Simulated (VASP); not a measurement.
# PbO2 (P4_2/mnm) in VASP: settings compared

Aim: see how the results for PbO2 move with the level of theory and the settings. Levels: r2SCAN, PBE. Tasks: single point, relaxation of cell and atoms.

All numbers are computed with VASP 6.6.1; they aren't measurements. Logs are shortened: lines on timing, memory, paths and dates and some standing lists are left out, and cuts for length are marked.

## (1) The cell of the first run

Symmetry: P4_2/mnm, No. 136, tetragonal system. Conventional cell: a = 5.084 Å, b = 5.084 Å, c = 3.474 Å, α = 90.00°, β = 90.00°, γ = 90.00°. Within 2.9 Å of Pb (site symmetry mmm) lie 6 O at 2.22 Å. Within 2.9 Å of O (site symmetry m2m) lie 3 Pb at 2.22 Å and 1 O at 2.75 Å.

## (2) Single point, r2SCAN

File POSCAR:

```
PbO2
1.0
    5.0838672500      0.0000000000      0.0000000000
    0.0000000000      5.0838672500      0.0000000000
    0.0000000000      0.0000000000      3.4739010400
Pb O
2 4
Direct
    0.0000000000      0.0000000000      0.0000000000
    0.5000000000      0.5000000000      0.5000000000
    0.3086577452      0.3086577452      0.0000000000
    0.1913422548      0.8086577452      0.5000000000
    0.6913422548      0.6913422548      0.0000000000
    0.8086577452      0.1913422548      0.5000000000
```

File INCAR.step1:

```
SYSTEM = PbO2
ALGO = Normal
EDIFF = 1E-4
ENCUT = 520
GGA = PE
ISMEAR = -1
LASPH = .True.
LCHARG = .False.
LREAL = .False.
LWAVE = .True.
NBANDS = 35
NELM = 100
PREC = Accurate
SIGMA = 0.1
```

File INCAR.step2:

```
SYSTEM = PbO2
ALGO = Normal
EDIFF = 1E-6
ENCUT = 520
ISIF = 2
ISMEAR = -1
ISTART = 1
LASPH = .True.
LCHARG = .False.
LMIXTAU = .True.
LREAL = .False.
LWAVE = .False.
METAGGA = R2SCAN
NBANDS = 35
NELM = 100
PREC = Accurate
SIGMA = 0.1
```

File KPOINTS:

```
k-points
0
Gamma
  7 7 10
  0 0 0
```

Potentials or basis: VASP PAW PBE potentials, release 64 (Pb_d, O).

Run with:

```
cat potpaw_PBE.64/Pb_d/POTCAR potpaw_PBE.64/O/POTCAR > POTCAR
cp INCAR.step1 INCAR
mpirun -np 1 vasp_std > vasp.out
cp INCAR.step2 INCAR
mpirun -np 1 vasp_std > vasp.out
```

OUTCAR:

```text
SYSTEM = PbO2
   EDIFF = 1E-6
   ENCUT = 520
   ISIF = 2
   ISMEAR = -1
   ISTART = 1
   LASPH = .True.
   LREAL = .False.
   METAGGA = R2SCAN
   NELM = 100
   PREC = Accurate

 ion  position               nearest neighbor table
   1  0.000  0.000  0.000-   4 2.22   6 2.22   4 2.22   6 2.22   5 2.22   3 2.22   2 3.99   2 3.99
                             2 3.99   2 3.99   2 3.99   2 3.99   2 3.99   2 3.99
   2  0.500  0.500  0.500-   3 2.22   5 2.22   3 2.22   5 2.22   4 2.22   6 2.22   1 3.99   1 3.99
                             1 3.99   1 3.99   1 3.99   1 3.99   1 3.99   1 3.99
   3  0.309  0.309  0.000-   2 2.22   2 2.22   1 2.22
   4  0.191  0.809  0.500-   1 2.22   1 2.22   2 2.22
   5  0.691  0.691  0.000-   2 2.22   2 2.22   1 2.22
   6  0.809  0.191  0.500-   1 2.22   1 2.22   2 2.22

  LATTYP: Found a simple tetragonal cell.
 ALAT       =     5.0838672500
 C/A-ratio  =     0.6833185977

  Lattice vectors:

 A1 = (   5.0838672500,   0.0000000000,   0.0000000000)
 A2 = (   0.0000000000,   5.0838672500,   0.0000000000)
 A3 = (   0.0000000000,   0.0000000000,   3.4739010400)

Analysis of symmetry for initial positions (statically):
=====================================================================
 Subroutine PRICEL returns:
 Original cell was already a primitive cell.

 Routine SETGRP: Setting up the symmetry group for a
 simple tetragonal supercell.

 Subroutine GETGRP returns: Found 16 space group operations
 (whereof  8 operations were pure point group operations)
 out of a pool of 16 trial point group operations.

The static configuration has the point symmetry D_2h.
 The point group associated with its full space group is D_4h.

Analysis of symmetry for dynamics (positions and initial velocities):
=====================================================================
 Subroutine PRICEL returns:
 Original cell was already a primitive cell.

 Routine SETGRP: Setting up the symmetry group for a
 simple tetragonal supercell.

 Subroutine GETGRP returns: Found 16 space group operations
 (whereof  8 operations were pure point group operations)
 out of a pool of 16 trial point group operations.

The dynamic configuration has the point symmetry D_2h.
 The point group associated with its full space group is D_4h.

 Subroutine INISYM returns: Found 16 space group operations
 (whereof  8 operations are pure point group operations),
 and found     1 'primitive' translations

----------------------------------------------------------------------------------------

                                     Primitive cell

  volume of cell :      89.7854

  direct lattice vectors                    reciprocal lattice vectors
     5.083867250  0.000000000  0.000000000     0.196700651  0.000000000  0.000000000
     0.000000000  5.083867250  0.000000000     0.000000000  0.196700651  0.000000000
     0.000000000  0.000000000  3.473901040     0.000000000  0.000000000  0.287860819

  length of vectors
     5.083867250  5.083867250  3.473901040     0.196700651  0.196700651  0.287860819

  position of ions in fractional coordinates (direct lattice)
     0.000000000  0.000000000  0.000000000
     0.500000000  0.500000000  0.500000000
     0.308657745  0.308657745  0.000000000
     0.191342255  0.808657745  0.500000000
     0.691342255  0.691342255  0.000000000
     0.808657745  0.191342255  0.500000000

  ion indices of the primitive-cell ions
   primitive index   ion index
                 1           1
                 2           2
                 3           3
                 4           4
                 5           5
                 6           6

----------------------------------------------------------------------------------------

 KPOINTS: k-points

Automatic generation of k-mesh.
 Grid dimensions read from file:
 generate k-points for:    7    7   10

 Generating k-lattice:

  Cartesian coordinates                     Fractional coordinates (reciprocal lattice)
     0.028100093  0.000000000  0.000000000     0.142857143  0.000000000  0.000000000
     0.000000000  0.028100093  0.000000000     0.000000000  0.142857143  0.000000000
     0.000000000  0.000000000  0.028786082     0.000000000  0.000000000  0.100000000

  Length of vectors
     0.028100093  0.028100093  0.028786082

  Shift w.r.t. Gamma in fractional coordinates (k-lattice)
     0.000000000  0.000000000  0.000000000

 Subroutine IBZKPT returns following result:
 ===========================================

 Found     60 irreducible k-points:

 Following reciprocal coordinates:
            Coordinates               Weight
  0.000000  0.000000  0.000000      1.000000
  0.142857  0.000000  0.000000      4.000000
  0.285714  0.000000  0.000000      4.000000
  0.428571  0.000000  0.000000      4.000000
  0.142857  0.142857  0.000000      4.000000
  0.285714  0.142857  0.000000      8.000000
[... 16 lines left out ...]
  0.285714  0.000000  0.200000      8.000000
  0.428571  0.000000  0.200000      8.000000
 [... further k-points ...]
   k-points           NKPTS =     60   k-points in BZ     NKDIM =     60   number of bands    NBANDS=     35
   number of dos      NEDOS =    301   number of ions     NIONS =      6
   total plane-waves  NPLWV =  44800
   dimension x,y,z NGX =    40 NGY =   40 NGZ =   28
   dimension x,y,z NGXF=    80 NGYF=   80 NGZF=   56
   ions per type =               2   4
   NGX,Y,Z   is equivalent  to a cutoff of  13.08, 13.08, 13.40 a.u.
   NGXF,Y,Z  is equivalent  to a cutoff of  26.16, 26.16, 26.80 a.u.
 SYSTEM =  PbO2
   PREC   = accura    normal or accurate (medium, high low for compatibility)
   ISTART =      1    job   : 0-new  1-cont  2-samecut
   ICHARG =      0    charge: 1-file 2-atom 10-const
   ISPIN  =      1    spin polarized calculation?
   LNONCOLLINEAR =      F non collinear calculations
   LSORBIT =      F    spin-orbit coupling
   LASPH  =      T    aspherical Exc in radial PAW
   ENCUT  =  520.0 eV  38.22 Ry    6.18 a.u.   9.45  9.45  6.46*2*pi/ulx,y,z
   NELM   =    100;   NELMIN=  2; NELMDL=  0     # of ELM steps
   EDIFF  = 0.1E-05   stopping-criterion for ELM
   LREAL  =      F    real-space projection
   EDIFFG = 0.1E-04   stopping-criterion for IOM
   NSW    =      0    number of steps for IOM
   IBRION =     -1    ionic relax: 0-MD 1-quasi-New 2-CG
   NFREE  =      0    steps in history (QN), initial steepest desc. (CG)
   ISIF   =      2    stress and relaxation
   ISYM   =      2    0-nonsym 1-usesym 2-fastsym
   POTIM  = 0.5000    time-step for ionic-motion
   TEBEG  =    0.0;   TEEND  =   0.0 temperature during run
   PSTRESS=    0.0 pullay stress
   NELECT =      52.0000    total number of electrons
   NUPDOWN=      -1.0000    fix difference up-down
   EMIN   =  10.00;   EMAX   =-10.00  energy-range for DOS
   EFERMI =   0.00;   METHOD = LEGACY
   ISMEAR =    -1;   SIGMA  =   0.10  broadening in eV -4-tet -1-fermi 0-gaus
   EFERMI_NEDOS =   21; number of points for ismear=-14 and -15
   IALGO  =     38    algorithm
   IMIX   =      4    mixing-type and parameters
     AMIX     =   0.40;   BMIX     =  1.00
     AMIX_MAG =   1.60;   BMIX_MAG =  1.00
  volume/ion in A,a.u.               =      14.96       100.98
  Fermi-wavevector in a.u.,A,eV,Ry     =   1.364606  2.578732 25.336089  1.862150
  Thomas-Fermi vector in A             =   2.490907
   LORBIT       =      0    0 simple, 1 ext, 2 COOP (PROOUT), +10 PAW based schemes
   METAGGA = R2SCAN    functional components
   LHFCALC =     F    Hartree Fock is set to
   AEXX    =    0.0000 exact exchange contribution
   IVDW    =     0    specifies the selected vdW correction
   LEPSILON=     F    determine dielectric tensor
   LRPA    =     F    only Hartree local field effects (RPA)
 non-spin polarized calculation
  energy-cutoff  :      520.00
  volume of cell :       89.79
 maximum number of plane-waves:      2443
 NGX is ok and might be reduce to    40
   NGX = 19   NGY = 19   NGZ = 13

 number of electron      51.9999991 magnetization

 Free energy of the ion-electron system (eV)
  ---------------------------------------------------
  ext. energy  EPLUGINS =         0.00000000
  ---------------------------------------------------
  free energy    TOTEN  =      -142.17233489 eV

  energy without entropy =     -142.15256952  energy(sigma->0) =     -142.16245220

 E-fermi :   3.3619     XC(G=0): -11.0274

 val. band max:        3.2650154416   @ k =   0.0000   0.0000   0.0000
 cond. band min:       3.4871335231   @ k =   0.1429   0.1429   0.0000
 fundamental gap:      0.2221180815
 Fermi energy:         3.3619164731

 k-point     1 :       0.0000    0.0000    0.0000
  band No.  band energies     occupation
      1     -15.6066      2.00000
      2     -15.5195      2.00000
      3     -14.1054      2.00000
      4     -14.1054      2.00000
      5     -12.6952      2.00000
      6     -12.5258      2.00000
[... 27 lines left out ...]
     34      14.5294      0.00000
     35      15.3958      0.00000

 k-point     2 :       0.1429    0.0000    0.0000
  band No.  band energies     occupation
      1     -15.5607      2.00000
      2     -15.4886      2.00000
      3     -14.2335      2.00000
      4     -14.1906      2.00000
      5     -12.5399      2.00000
      6     -12.5238      2.00000
[... 27 lines left out ...]
     34      14.8235      0.00000
     35      15.4111      0.00000

 k-point     3 :       0.2857    0.0000    0.0000
  band No.  band energies     occupation
      1     -15.4368      2.00000
      2     -15.4026      2.00000
      3     -14.4828      2.00000
      4     -14.4001      2.00000
      5     -12.5190      2.00000
      6     -12.5187      2.00000
[... 27 lines left out ...]
     34      15.4525      0.00000
     35      15.4996      0.00000
[... 723 lines left out ...]
 k-point    23 :       0.2857    0.0000    0.2000
  band No.  band energies     occupation
      1     -15.2298      2.00000
      2     -15.2150      2.00000
      3     -14.7812      2.00000
      4     -14.7324      2.00000
      5     -12.5461      2.00000
      6     -12.4329      2.00000
[... 27 lines left out ...]
     34      15.2033      0.00000
     35      15.6337      0.00000

 k-point    24 :       0.4286    0.0000    0.2000
  band No.  band energies     occupation
      1     -15.1067      2.00000
      2     -15.0612      2.00000
      3     -14.9462      2.00000
      4     -14.8853      2.00000
      5     -12.4669      2.00000
      6     -12.4307      2.00000
[... 27 lines left out ...]
     34      15.2205      0.00000
     35      15.8396      0.00000

 [... further k-points ...]

------------------------ aborting loop because EDIFF is reached ----------------------------------------

  FORCE on cell =-STRESS in cart. coord.  units (eV):
  Direction    XX          YY          ZZ          XY          YZ          ZX
  --------------------------------------------------------------------------------------
  -------------------------------------------------------------------------------------
  Total       -3.3235511     -3.3235511     -4.4767879      0.0000000      0.0000000      0.0000000
  in kB      -59.3071566    -59.3071566    -79.8861057      0.0000000      0.0000000      0.0000000
  external PRESSURE =     -66.1668063 kB  Pullay stress =       0.0000000 kB

 VOLUME and BASIS-vectors are now :
 -----------------------------------------------------------------------------
  energy-cutoff  :      520.00
  volume of cell :       89.79
      direct lattice vectors                 reciprocal lattice vectors
     5.083867250  0.000000000  0.000000000     0.196700651  0.000000000  0.000000000
     0.000000000  5.083867250  0.000000000     0.000000000  0.196700651  0.000000000
     0.000000000  0.000000000  3.473901040     0.000000000  0.000000000  0.287860819

 POSITION                                       TOTAL-FORCE (eV/Angst)
 -----------------------------------------------------------------------------------
      0.00000      0.00000      0.00000         0.000000      0.000000      0.000000
      2.54193      2.54193      1.73695         0.000000      0.000000      0.000000
      1.56918      1.56918      0.00000        -0.012325     -0.012325     -0.000000
      0.97276      4.11111      1.73695         0.012325     -0.012325      0.000000
      3.51469      3.51469      0.00000         0.012325      0.012325      0.000000
      4.11111      0.97276      1.73695        -0.012325      0.012325      0.000000
 -----------------------------------------------------------------------------------
    total drift:                                0.000000      0.000000     -0.000000

  FREE ENERGIE OF THE ION-ELECTRON SYSTEM (eV)
  ---------------------------------------------------
  free  energy   TOTEN  =      -142.1723348873 eV

  energy  without entropy=     -142.1525695213  energy(sigma->0) =     -142.16245220
```

It took 8.4 min on 1 thread of Intel Xeon Platinum 8259CL at 2.50GHz (Skylake/Cascade Lake), shared host; peak memory 0.31 GiB.

Results:

| Item | Value |
| --- | --- |
| Free energy | -142.1723 eV |
| Pressure | -6.6 GPa |
| Largest force | 0.017 eV/Å |
| Band gap on the k mesh | 0.02 eV |

Forces in eV/Å, atoms in the order of the input:
```
Pb   0.000  0.000  0.000
Pb   0.000  0.000  0.000
O   -0.012 -0.012  0.000
O    0.012 -0.012  0.000
O    0.012  0.012  0.000
O   -0.012  0.012  0.000
```

Caveat: the cell stands under tension; the smearing spreads over this small gap; the PAW data sets were made with another functional, which shifts forces and pressure a little; spin-orbit coupling is left out, which moves the levels of the heavy elements. A k mesh can miss the band edges.

## (3) Relaxation of cell and atoms, PBE

This run uses another cell than the first one, of 13.88 Å³/atom.

File INCAR:

```
ALGO     = Normal         # electronic algorithm
EDIFF    = 1E-6           # SCF threshold, eV
EDIFFG   = -0.01          # ionic threshold
ENCUT    = 600            # plane-wave cutoff, eV
GGA      = PE             # functional
IBRION   = 2              # ionic algorithm
ISIF     = 3              # what is computed and relaxed
ISMEAR   = -1             # smearing method
LASPH    = True           # aspherical terms in the spheres
LCHARG   = False          # write CHGCAR
LREAL    = False          # projectors in reciprocal space
LWAVE    = False          # write WAVECAR
NELM     = 80             # most SCF steps
NSW      = 80             # ionic steps
PREC     = Accurate       # precision mode
SIGMA    = 0.1            # smearing width, eV
```

File KPOINTS:

```
k-points
0
Gamma
  7 7 9
```

File POSCAR:

```
PbO2
1.0
    4.9577000000      0.0000000000      0.0000000000
    0.0000000000      4.9577000000      0.0000000000
    0.0000000000      0.0000000000      3.3879000000
Pb O
2 4
Direct
    0.0000000000      0.0000000000      0.0000000000
    0.5000000000      0.5000000000      0.5000000000
    0.3072000000      0.3072000000      0.0000000000
    0.1928000000      0.8072000000      0.5000000000
    0.6928000000      0.6928000000      0.0000000000
    0.8072000000      0.1928000000      0.5000000000
```

Potentials or basis: VASP PAW PBE potentials, release 64 (Pb_d, O).

Run with:

```
cat potpaw_PBE.64/Pb_d/POTCAR potpaw_PBE.64/O/POTCAR > POTCAR
mpirun -np 1 vasp_std > vasp.out
```

Run time: 9.9 min. Hardware: 1 thread of Intel Xeon Platinum 8259CL at 2.50GHz (Skylake/Cascade Lake), shared host; peak memory 0.29 GiB.

Results (log left out):

```yaml
Free_energy: -31.8767 eV
Relaxed_volume: 14.84 Å³/atom
Relaxed_cell: a = 5.080 Å, b = 5.080 Å, c = 3.451 Å, α = 90.00°, β = 90.00°, γ = 90.00°
Space_group_after_relaxing_to_0.1_Å: P4_2/mnm (No. 136)
Energy_gained_by_relaxing: 25.4 meV/atom
Ionic_steps: 9
Pressure_after_relaxing: 0.0 GPa
Band_gap_on_the_k_mesh: 0.06 eV (least direct gap 0.08 eV)
```

The path:
```tsv
step	energy change (eV)	largest force (eV/Å)	pressure (GPa)	volume (Å³)
1	0.0000	0.0769	9.26	83.27
2	-0.0669	0.1789	-5.29	93.31
3	-0.1493	0.0904	0.04	88.75
4	-0.1493	0.0876	0.20	88.64
5	-0.1514	0.0357	0.18	88.77
6	-0.1523	0.0260	0.15	88.92
7	-0.1525	0.0071	-0.12	89.14
8	-0.1525	0.0099	-0.09	89.12
9	-0.1526	0.0007	-0.02	89.07
```

Final structure:
```cif
data_structure
_symmetry_space_group_name_H-M 'P 1'
_symmetry_Int_Tables_number 1
_cell_length_a 5.0800
_cell_length_b 5.0800
_cell_length_c 3.4514
_cell_angle_alpha 90.000
_cell_angle_beta 90.000
_cell_angle_gamma 90.000
_cell_volume 89.07
loop_
_atom_site_label
_atom_site_type_symbol
_atom_site_fract_x
_atom_site_fract_y
_atom_site_fract_z
_atom_site_occupancy
Pb1 Pb 0.00000 0.00000 0.00000 1
Pb2 Pb 0.50000 0.50000 0.50000 1
O1 O 0.30786 0.30786 0.00000 1
O2 O 0.19214 0.80786 0.50000 1
O3 O 0.69214 0.69214 0.00000 1
O4 O 0.80786 0.19214 0.50000 1
```

Levels at points of the mesh, in eV from the valence-band top:
```
           k point  band 24  band 25  band 26  band 27  band 28  band 29
(0.00, 0.00, 0.00)    -0.60    -0.51    -0.51     0.13     3.89     5.76
```

Caveat: the smearing spreads over this small gap; spin-orbit coupling is left out, which moves the levels of the heavy elements.

The gap in the log of VASP goes by the Fermi energy; the results here count the filled bands.